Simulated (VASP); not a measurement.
A run of VASP 6.6.1 is set up as follows.

File INCAR:

```
SYSTEM = O
  PREC = Accurate
  ENCUT = 910
  EDIFF = 1E-6
  ISMEAR = -1
  SIGMA = 0.05
  LREAL = .False.
  LASPH = .True.
  NELM = 200
  ALGO = Normal
  ISIF = 2
  LWAVE = .False.
  LCHARG = .False.
  ISPIN = 2
  MAGMOM = 1 1 1 1 1 1 1 1 1 1 1 1
  LORBIT = 11
  GGA = PE
  NBANDS = 52
  GGA_COMPAT = .False.
```

Contents of KPOINTS:

```
regular mesh
0
Gamma
  1 1 1
  0 0 0
```

The input POSCAR:

```
O
1.0
    6.0876040000      0.0000000000      0.0000000000
    0.0000000000      6.0876040000      0.0000000000
    0.0000000000      0.0000000000      6.0876040000
O
12
Direct
    0.2086991936      0.3783333757      0.5934345767
    0.1964162311      0.2787516243      0.4201471515
    0.6006165762      0.6770383790      0.6265404263
    0.4653325646      0.7981183073      0.5426943111
    0.8709780318      0.8772771231      0.2588084593
    1.0058931800      0.8040416944      0.3870275411
    0.3079673781      0.6580059254      0.0365393593
    0.3597351878      0.8514489347      0.0316024625
    0.9282816650      0.0472566710      0.8173823023
    0.7794159466      0.1421437924      0.7231598188
    0.7806905496      0.4240030807      0.1106640126
    0.6543136958      0.3230838918      0.2289344785
```

Potentials or basis: VASP PAW PBE potentials, release 64 (O_h).

Launch:

```sh
$ cat potpaw_PBE.64/O_h/POTCAR > POTCAR
$ mpirun -np 1 vasp_gam > vasp.out
```

(1) Estimate the net moment.

(2) What does it give for the pressure?

(3) Predict the site moments.

Answers

(1) 12.00 μB per cell.

(2) 0.7 GPa.

(3) O +0.62 μB.

Caveat: the k points lie up to 1.03 Å⁻¹ apart; the cutoff is under 1.25 times the usual one of these potentials, so pressure, stress and relaxed cells hold a basis-set (Pulay) error.
